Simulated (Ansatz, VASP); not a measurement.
**Pd: VASP beside Ansatz**

```
CELL_PARAMETERS angstrom
0.00000 1.93937 1.93937
1.93937 0.00000 1.93937
1.93937 1.93937 0.00000
ATOMIC_POSITIONS crystal
Pd 0.00000 0.00000 0.00000
```

Alike in both runs: task single point; functional PBEsol; k mesh 16 × 16 × 16; occupations fermi-dirac, width 0.1 eV; non-collinear spin, spin-orbit coupling.

```csv
,VASP,Ansatz
version,VASP 6.6.1,Ansatz 0.2.0
potentials or method,"VASP PAW PBE potentials, release 64 (Pd)","PAW with Ansatz's default frozen-core files, fully relativistic files with spin-orbit coupling"
plane-wave cutoff (eV),520,420
valence electrons in the cell,10,18
```

|  | VASP | Ansatz | Ansatz less VASP |
| --- | --- | --- | --- |
| pressure (GPa) | -0.2 | 0.0 | +0.20 |
| net moment per atom (μB) | 0.00 | 0.00 | 0.000 |

VASP's potentials were made for PBE, not for PBEsol. The functional is the same, so the differences come from potentials, cutoffs and numerics. VASP's potentials hold 10 valence electrons a cell and Ansatz's 18, so a difference there can come from the potentials and not from the codes.
